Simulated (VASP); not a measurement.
# MnHg (P4/mmm) in VASP: a series of runs

The runs below take MnHg through single point, with PBE.

Everything below comes from runs of VASP 6.6.1. Logs are shortened: lines on timing, memory, paths and dates and some standing lists are left out, and cuts for length are marked.

## 1. The cell of the first run

It takes space group P4/mmm (No. 123, tetragonal). The conventional cell has a = 3.299 Å, b = 3.299 Å, c = 3.324 Å, α = 90.00°, β = 90.00°, γ = 90.00°. Within 3.8 Å of Mn (site symmetry 4/mmm) lie 8 Hg at 2.86 Å and 6 Mn at 3.30 to 3.32 Å. Within 3.8 Å of Hg (site symmetry 4/mmm) lie 8 Mn at 2.86 Å and 6 Hg at 3.30 to 3.32 Å.

## 2. Single point, PBE, collinear spin, ferromagnetic start

The input, INCAR:

```
  ALGO = Normal
  EDIFF = 1E-6
  ENCUT = 520
  GGA = PE
  ISIF = 2
  ISMEAR = -1
  ISPIN = 2
  LASPH = T
  LCHARG = F
  LMAXMIX = 4
  LORBIT = 11
  LREAL = F
  LWAVE = F
  MAGMOM = 2.8 0
  NBANDS = 24
  NELM = 150
  PREC = Accurate
  SIGMA = 0.1
```

The input, KPOINTS:

```
k-points
0
Gamma
  9 9 9
```

The input, POSCAR:

```
MnHg
1.0
    3.2989236683      0.0000000000      0.0000000000
    0.0000000000      3.2989236683      0.0000000000
    0.0000000000      0.0000000000      3.3240067254
Mn Hg
1 1
Direct
    0.5000000000      0.5000000000      0.5000000000
    0.0000000000      0.0000000000      0.0000000000
```

Potentials or basis: VASP PAW PBE potentials, release 64 (Mn_pv, Hg).

Launch:

```console
$ cat potpaw_PBE.64/Mn_pv/POTCAR potpaw_PBE.64/Hg/POTCAR > POTCAR
$ mpirun -np 1 vasp_std > vasp.out
```

OUTCAR:

```text
EDIFF = 1E-6
   ENCUT = 520
   GGA = PE
   ISIF = 2
   ISMEAR = -1
   ISPIN = 2
   LASPH = T
   LORBIT = 11
   LREAL = F
   NELM = 150
   PREC = Accurate

 ion  position               nearest neighbor table
   1  0.500  0.500  0.500-   2 2.86   2 2.86   2 2.86   2 2.86   2 2.86   2 2.86   2 2.86   2 2.86

   2  0.000  0.000  0.000-   1 2.86   1 2.86   1 2.86   1 2.86   1 2.86   1 2.86   1 2.86   1 2.86

  LATTYP: Found a simple tetragonal cell.
 ALAT       =     3.2989236683
 C/A-ratio  =     1.0076034063

  Lattice vectors:

 A1 = (   3.2989236683,   0.0000000000,   0.0000000000)
 A2 = (   0.0000000000,   3.2989236683,   0.0000000000)
 A3 = (   0.0000000000,   0.0000000000,   3.3240067254)

Analysis of symmetry for initial positions (statically):
=====================================================================
 Subroutine PRICEL returns:
 Original cell was already a primitive cell.

 Routine SETGRP: Setting up the symmetry group for a
 simple tetragonal supercell.

 Subroutine GETGRP returns: Found 16 space group operations
 (whereof 16 operations were pure point group operations)
 out of a pool of 16 trial point group operations.

The static configuration has the point symmetry D_4h.

Analysis of symmetry for dynamics (positions and initial velocities):
=====================================================================
 Subroutine PRICEL returns:
 Original cell was already a primitive cell.

 Routine SETGRP: Setting up the symmetry group for a
 simple tetragonal supercell.

 Subroutine GETGRP returns: Found 16 space group operations
 (whereof 16 operations were pure point group operations)
 out of a pool of 16 trial point group operations.

The dynamic configuration has the point symmetry D_4h.

Analysis of structural, dynamic, and magnetic symmetry:
=====================================================================
 Subroutine PRICEL returns:
 Original cell was already a primitive cell.

 Routine SETGRP: Setting up the symmetry group for a
 simple tetragonal supercell.

 Subroutine GETGRP returns: Found 16 space group operations
 (whereof 16 operations were pure point group operations)
 out of a pool of 16 trial point group operations.

The overall configuration has the point symmetry D_4h.

 Subroutine INISYM returns: Found 16 space group operations
 (whereof 16 operations are pure point group operations),
 and found     1 'primitive' translations

----------------------------------------------------------------------------------------

                                     Primitive cell

  volume of cell :      36.1748

  direct lattice vectors                    reciprocal lattice vectors
     3.298923668  0.000000000  0.000000000     0.303129172  0.000000000  0.000000000
     0.000000000  3.298923668  0.000000000     0.000000000  0.303129172  0.000000000
     0.000000000  0.000000000  3.324006725     0.000000000  0.000000000  0.300841750

  length of vectors
     3.298923668  3.298923668  3.324006725     0.303129172  0.303129172  0.300841750

  position of ions in fractional coordinates (direct lattice)
     0.500000000  0.500000000  0.500000000
     0.000000000  0.000000000  0.000000000

  ion indices of the primitive-cell ions
   primitive index   ion index
                 1           1
                 2           2

----------------------------------------------------------------------------------------

 KPOINTS: k-points

Automatic generation of k-mesh.
 Grid dimensions read from file:
 generate k-points for:    9    9    9

 Generating k-lattice:

  Cartesian coordinates                     Fractional coordinates (reciprocal lattice)
     0.033681019  0.000000000  0.000000000     0.111111111  0.000000000  0.000000000
     0.000000000  0.033681019  0.000000000     0.000000000  0.111111111  0.000000000
     0.000000000  0.000000000  0.033426861     0.000000000  0.000000000  0.111111111

  Length of vectors
     0.033681019  0.033681019  0.033426861

  Shift w.r.t. Gamma in fractional coordinates (k-lattice)
     0.000000000  0.000000000  0.000000000

 Subroutine IBZKPT returns following result:
 ===========================================

 Found     75 irreducible k-points:

 Following reciprocal coordinates:
            Coordinates               Weight
  0.000000  0.000000  0.000000      1.000000
  0.111111  0.000000  0.000000      4.000000
  0.222222  0.000000  0.000000      4.000000
  0.333333  0.000000  0.000000      4.000000
  0.444444  0.000000  0.000000      4.000000
  0.111111  0.111111  0.000000      4.000000
[... 16 lines left out ...]
  0.333333  0.111111  0.111111     16.000000
  0.444444  0.111111  0.111111     16.000000
 [... further k-points ...]
   k-points           NKPTS =     75   k-points in BZ     NKDIM =     75   number of bands    NBANDS=     24
   number of dos      NEDOS =    301   number of ions     NIONS =      2
   total plane-waves  NPLWV =  21952
   dimension x,y,z NGX =    28 NGY =   28 NGZ =   28
   dimension x,y,z NGXF=    56 NGYF=   56 NGZF=   56
   ions per type =               1   1
   NGX,Y,Z   is equivalent  to a cutoff of  14.11, 14.11, 14.00 a.u.
   NGXF,Y,Z  is equivalent  to a cutoff of  28.22, 28.22, 28.01 a.u.
 SYSTEM =  unknown system
   PREC   = accura    normal or accurate (medium, high low for compatibility)
   ISTART =      0    job   : 0-new  1-cont  2-samecut
   ICHARG =      2    charge: 1-file 2-atom 10-const
   ISPIN  =      2    spin polarized calculation?
   LNONCOLLINEAR =      F non collinear calculations
   LSORBIT =      F    spin-orbit coupling
   LASPH  =      T    aspherical Exc in radial PAW
   ENCUT  =  520.0 eV  38.22 Ry    6.18 a.u.   6.13  6.13  6.18*2*pi/ulx,y,z
   NELM   =    150;   NELMIN=  2; NELMDL= -5     # of ELM steps
   EDIFF  = 0.1E-05   stopping-criterion for ELM
   LREAL  =      F    real-space projection
   EDIFFG = 0.1E-04   stopping-criterion for IOM
   NSW    =      0    number of steps for IOM
   IBRION =     -1    ionic relax: 0-MD 1-quasi-New 2-CG
   NFREE  =      0    steps in history (QN), initial steepest desc. (CG)
   ISIF   =      2    stress and relaxation
   ISYM   =      2    0-nonsym 1-usesym 2-fastsym
   POTIM  = 0.5000    time-step for ionic-motion
   TEBEG  =    0.0;   TEEND  =   0.0 temperature during run
   PSTRESS=    0.0 pullay stress
   NELECT =      25.0000    total number of electrons
   NUPDOWN=      -1.0000    fix difference up-down
   EMIN   =  10.00;   EMAX   =-10.00  energy-range for DOS
   EFERMI =   0.00;   METHOD = LEGACY
   ISMEAR =    -1;   SIGMA  =   0.10  broadening in eV -4-tet -1-fermi 0-gaus
   EFERMI_NEDOS =   21; number of points for ismear=-14 and -15
   IALGO  =     38    algorithm
   IMIX   =      4    mixing-type and parameters
     AMIX     =   0.40;   BMIX     =  1.00
     AMIX_MAG =   1.60;   BMIX_MAG =  1.00
  volume/ion in A,a.u.               =      18.09       122.06
  Fermi-wavevector in a.u.,A,eV,Ry     =   1.447392  2.735173 28.503419  2.094942
  Thomas-Fermi vector in A             =   2.565352
   LORBIT       =     11    0 simple, 1 ext, 2 COOP (PROOUT), +10 PAW based schemes
   GGA     = PE    functional components
   LHFCALC =     F    Hartree Fock is set to
   AEXX    =    0.0000 exact exchange contribution
   IVDW    =     0    specifies the selected vdW correction
   LEPSILON=     F    determine dielectric tensor
   LRPA    =     F    only Hartree local field effects (RPA)
 spin polarized calculation
  energy-cutoff  :      520.00
  volume of cell :       36.17
 maximum number of plane-waves:       989
 NGX is ok and might be reduce to    28
   NGX = 13   NGY = 13   NGZ = 13

 number of electron      25.0000012 magnetization       3.8397918

 Free energy of the ion-electron system (eV)
  ---------------------------------------------------
  ext. energy  EPLUGINS =         0.00000000
  ---------------------------------------------------
  free energy    TOTEN  =        -8.51423660 eV

  energy without entropy =       -8.45966105  energy(sigma->0) =       -8.48694883

 E-fermi :   5.5876     XC(G=0): -11.7217

 val. band max:        5.5681700116   @ k =   0.3333   0.0000   0.2222
 cond. band min:       5.5890295731   @ k =   0.2222   0.0000   0.3333
 fundamental gap:      0.0208595615
 Fermi energy:         5.5876197776

 spin component 1

 k-point     1 :       0.0000    0.0000    0.0000
  band No.  band energies     occupation
      1     -44.5126      1.00000
      2     -44.5065      1.00000
      3     -44.5065      1.00000
      4      -4.1010      1.00000
      5      -2.7175      1.00000
      6      -2.7059      1.00000
[... 16 lines left out ...]
     23      22.7223      0.00000
     24      26.4172      0.00000
[... 598 lines left out ...]
      2     -44.5131      1.00000
      3     -44.5072      1.00000
      4      -2.3908      1.00000
      5      -2.2995      1.00000
      6      -2.1275      1.00000
[... 16 lines left out ...]
     23      21.0626      0.00000
     24      24.7148      0.00000

 [... further k-points ...]

 spin component 2

 k-point     1 :       0.0000    0.0000    0.0000
  band No.  band energies     occupation
      1     -40.5233      1.00000
      2     -40.5197      1.00000
      3     -40.5197      1.00000
      4      -3.8997      1.00000
      5      -2.7070      1.00000
      6      -2.6930      1.00000
[... 16 lines left out ...]
     23      22.7346      0.00000
     24      27.3520      0.00000
[... 598 lines left out ...]
      2     -40.5240      1.00000
      3     -40.5206      1.00000
      4      -2.3902      1.00000
      5      -2.3468      1.00000
      6      -2.0675      1.00000
[... 16 lines left out ...]
     23      21.2924      0.00000
     24      25.0813      0.00000

 [... further k-points ...]

------------------------ aborting loop because EDIFF is reached ----------------------------------------

  FORCE on cell =-STRESS in cart. coord.  units (eV):
  Direction    XX          YY          ZZ          XY          YZ          ZX
  --------------------------------------------------------------------------------------
  -------------------------------------------------------------------------------------
  Total        0.2538653      0.2538653      0.2489506      0.0000000      0.0000000     -0.0000000
  in kB       11.2436544     11.2436544     11.0259820      0.0000000      0.0000000     -0.0000000
  external PRESSURE =      11.1710969 kB  Pullay stress =       0.0000000 kB

 VOLUME and BASIS-vectors are now :
 -----------------------------------------------------------------------------
  energy-cutoff  :      520.00
  volume of cell :       36.17
      direct lattice vectors                 reciprocal lattice vectors
     3.298923668  0.000000000  0.000000000     0.303129172  0.000000000  0.000000000
     0.000000000  3.298923668  0.000000000     0.000000000  0.303129172  0.000000000
     0.000000000  0.000000000  3.324006725     0.000000000  0.000000000  0.300841750

 POSITION                                       TOTAL-FORCE (eV/Angst)
 -----------------------------------------------------------------------------------
      1.64946      1.64946      1.66200         0.000000      0.000000      0.000000
      0.00000      0.00000      0.00000         0.000000      0.000000      0.000000
 -----------------------------------------------------------------------------------
    total drift:                                0.000000      0.000000      0.000000

  FREE ENERGIE OF THE ION-ELECTRON SYSTEM (eV)
  ---------------------------------------------------
  free  energy   TOTEN  =        -8.5142366037 eV

  energy  without entropy=       -8.4596610514  energy(sigma->0) =       -8.48694883

 total charge

# of ion       s       p       d       tot
------------------------------------------
    1        0.251   6.173   4.989  11.413
    2        0.816   0.519   9.257  10.593
--------------------------------------------------
tot          1.067   6.692  14.247  22.006

 magnetization (x)

# of ion       s       p       d       tot
------------------------------------------
    1        0.027   0.013   3.730   3.770
    2       -0.045  -0.061   0.046  -0.060
--------------------------------------------------
tot         -0.017  -0.047   3.776   3.711
```

Wall time 2.8 min (1 thread of Oxide Virtual Turin-like, shared host); peak memory 0.21 GiB.

What came out:

```
Free energy                                           : -8.5142 eV
Pressure                                              : 1.1 GPa
Net moment                                            : 3.84 μB per cell
Site moments                                          : Mn +3.77; Hg -0.06 μB
Valence electrons inside the program's atomic spheres : Mn 11.41; Hg 10.59
```

Levels at points of the mesh, in eV from the Fermi level:
Spin up:
```
           k point  band 11  band 12  band 13  band 14  band 15  band 16  band 17  band 18
(0.00, 0.00, 0.00)    -2.87    -2.01    -2.01    -2.01     4.77     4.99     4.99     8.68
```
Spin down:
| k point | band 7 | band 8 | band 9 | band 10 | band 11 | band 12 | band 13 | band 14 | band 15 | band 16 |
| --- | --- | --- | --- | --- | --- | --- | --- | --- | --- | --- |
| (0.00, 0.00, 0.00) | -7.10 | -7.10 | -7.08 | 0.29 | 0.31 | 1.50 | 1.50 | 1.51 | 5.13 | 5.35 |

Caveat: spin-orbit coupling is left out, which moves the levels of the heavy elements.

## 3. Single point, PBE, collinear spin, ferromagnetic start

This run uses another cell than the first one, of 18.62 Å³/atom, 1.030 times its volume.

The input, INCAR:

```
SYSTEM = MnHg
PREC     = Accurate       ! precision mode
ENCUT    = 520            ! plane-wave cutoff, eV
EDIFF    = 1E-6           ! SCF threshold, eV
ISMEAR   = -1             ! smearing method
SIGMA    = 0.1            ! smearing width, eV
LREAL    = .False.        ! projectors in reciprocal space
LASPH    = .True.         ! aspherical terms in the spheres
NELM     = 150            ! most SCF steps
ALGO     = Normal         ! electronic algorithm
ISIF     = 2              ! what is computed and relaxed
LWAVE    = .False.        ! write WAVECAR
LCHARG   = .True.         ! write CHGCAR
ISPIN    = 2              ! spin polarisation
MAGMOM   = 2.8 0          ! initial moments
LORBIT   = 11             ! projections on sites
LMAXMIX  = 4              ! l up to which the mixer works
GGA      = PE             ! functional
LELF     = .True.         ! ELF
LVHAR    = .True.       
NBANDS   = 24             ! bands
```

The input, KPOINTS:

```
regular mesh
0
Gamma
  9 9 9
  0 0 0
```

The input, POSCAR:

```
MnHg
1.0
    3.3312681198      0.0000000000      0.0000000000
    0.0000000000      3.3312681198      0.0000000000
    0.0000000000      0.0000000000      3.3565971049
Mn Hg
1 1
Direct
    0.5000000000      0.5000000000      0.5000000000
    0.0000000000      0.0000000000      0.0000000000
```

Potentials or basis: VASP PAW PBE potentials, release 64 (Mn_pv, Hg).

Launch:

```console
$ cat potpaw_PBE.64/Mn_pv/POTCAR potpaw_PBE.64/Hg/POTCAR > POTCAR
$ mpirun -np 1 vasp_std > vasp.out
```

Run time: 1.7 min. Hardware: 1 thread of Oxide Virtual Turin-like, shared host; peak memory 0.21 GiB.

The run converged. Its results:

```yaml
Free_energy: -8.5151 eV
Pressure: -0.9 GPa
Net_moment: 3.92 μB per cell
Site_moments: Mn +3.83; Hg -0.06 μB
Valence_electrons_inside_the_program's_atomic_spheres: Mn 11.39; Hg 10.57
```

Levels at points of the mesh, in eV from the Fermi level:
Spin up:
```tsv
k point	band 11	band 12	band 13	band 14	band 15	band 16	band 17	band 18
(0.00, 0.00, 0.00)	-2.92	-2.10	-2.10	-2.10	4.67	4.88	4.88	8.26
```
Spin down:
```csv
k point,band 7,band 8,band 9,band 10,band 11,band 12,band 13,band 14
"(0.00, 0.00, 0.00)",-7.04,-7.04,-7.02,0.32,0.34,1.47,1.47,1.48
```

Caveat: spin-orbit coupling is left out, which moves the levels of the heavy elements.

## 4. Single point, PBE, collinear spin, ferromagnetic start

This run uses another cell than the first one, of 19.16 Å³/atom, 1.059 times its volume.

The input, INCAR:

```
SYSTEM = MnHg
ALGO = Normal
EDIFF = 1E-7
ENCUT = 520
GGA = PE
ISIF = 2
ISMEAR = -1
ISPIN = 2
LASPH = .True.
LCHARG = .False.
LMAXMIX = 4
LORBIT = 11
LREAL = .False.
LWAVE = .False.
MAGMOM = 2.8 0
NBANDS = 24
NELM = 150
PREC = Accurate
SIGMA = 0.1
```

The input, KPOINTS:

```
k-points
0
Gamma
  9 9 9
  0 0 0
```

The input, POSCAR:

```
MnHg
1.0
    3.3629963924      0.0000000000      0.0000000000
    0.0000000000      3.3629963924      0.0000000000
    0.0000000000      0.0000000000      3.3885666204
Mn Hg
1 1
Direct
    0.5000000000      0.5000000000      0.5000000000
    0.0000000000      0.0000000000      0.0000000000
```

Launch:

```console
$ cat potpaw_PBE.64/Mn_pv/POTCAR potpaw_PBE.64/Hg/POTCAR > POTCAR
$ mpirun -np 1 vasp_std > vasp.out
```

Run time: 1.9 min. Hardware: 1 thread of Oxide Virtual Turin-like, shared host; peak memory 0.21 GiB.

The run converged. Its results:

| Item | Value |
| --- | --- |
| Free energy | -8.5036 eV |
| Pressure | -2.6 GPa |
| Net moment | 3.99 μB per cell |
| Site moments | Mn +3.89; Hg -0.05 μB |
| Valence electrons inside the program's atomic spheres | Mn 11.36; Hg 10.55 |

Levels at points of the mesh, in eV from the Fermi level:
Spin up:
```
           k point  band 11  band 12  band 13  band 14  band 15  band 16  band 17  band 18  band 19  band 20
(0.00, 0.00, 0.00)    -2.97    -2.18    -2.18    -2.18     4.57     4.78     4.78     7.88    10.66    10.78
```
Spin down:
```csv
k point,band 8,band 9,band 10,band 11,band 12,band 13
"(0.00, 0.00, 0.00)",-6.98,-6.96,0.34,0.36,1.44,1.44
```

Caveat: spin-orbit coupling is left out, which moves the levels of the heavy elements.

## 5. Summary

```tsv
cell	gap on the mesh (eV)	pressure (GPa)	moment (μB)
a = 3.299, b = 3.299, c = 3.324 Å, 2 atoms	none	1.1	3.84
a = 3.331, b = 3.331, c = 3.357 Å, 2 atoms	none	-0.9	3.92
a = 3.363, b = 3.363, c = 3.389 Å, 2 atoms	none	-2.6	3.99
```

Alike in all rows: task single point; level PBE; potentials or basis VASP PAW PBE potentials, release 64 (Mn_pv, Hg); spin collinear, ferromagnetic start; k mesh 9 × 9 × 9; cutoff (eV) 520; smearing fermi-dirac 0.1 eV.

Caveats: spin-orbit coupling is left out, which moves the levels of the heavy elements.

Absolute energies hang on the potentials; compare differences alone.
